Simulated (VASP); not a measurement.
InP:

```
In P
1.0
     0.00000    2.96906    2.96906
     2.96906    0.00000    2.96906
     2.96906    2.96906    0.00000
In P
1 1
Cartesian
  0.0000 0.0000 0.0000
  4.4536 4.4536 4.4536
```

Base run:

| Property | Result |
| --- | --- |
| Program | VASP 6.6.1 |
| Functional | PBEsol |
| Dispersion | D4 |
| Potentials or basis | VASP PAW PBE potentials, release 64 (In_d, P) |
| Cutoff | 520 eV |
| k mesh | 8 × 8 × 8 |
| Occupations | fermi-dirac, width 0.05 eV |
| Spin | no spin polarisation |

Its results: band gap on the k mesh 0.40 eV, direct; pressure -3.0 GPa.

The run is repeated on the same cell with these changes: functional from PBEsol to PBE. What comes out?

Band gap on the k mesh 0.50 eV, direct; pressure -1.5 GPa.

PBE binds less tightly than PBEsol, so the same cell stands under more pressure.

Caveats: spin-orbit coupling is left out, which moves the levels of the heavy elements; the PAW data sets were made with another functional, which shifts forces and pressure a little (some runs).

